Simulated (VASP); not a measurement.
KF:

```
K F
1.0
     3.27537    0.00000    0.00000
     0.00000    3.27537    0.00000
     0.00000    0.00000    3.22637
K F
1 1
Direct
  0.00000 0.00000 0.00000
  0.50000 0.50000 0.50000
```

This cell differs from its parent crystal: z stretched by -1 % at fixed volume.

Base run:

- Program: VASP 6.6.1
- Functional: LDA
- Potentials or basis: VASP PAW LDA potentials, release 64 (K_sv, F)
- Cutoff: 520 eV
- k mesh: 9 × 9 × 9
- Occupations: fermi-dirac, width 0.02 eV
- Spin: no spin polarisation

Its results: band gap on the k mesh 5.89 eV, indirect (least direct gap 5.92 eV); pressure -5.7 GPa.

**Question.** The run is repeated on the same cell with these changes: functional from LDA to PBEsol; potentials or basis from VASP PAW LDA potentials, release 64 (K_sv, F) to VASP PAW PBE potentials, release 64 (K_sv, F). What comes out?

**Answer.** Band gap on the k mesh 6.07 eV, indirect (least direct gap 6.11 eV); pressure -2.5 GPa.

Caveats: the PAW data sets were made with another functional, which shifts forces and pressure a little (some runs).

A k mesh can miss the band edges.
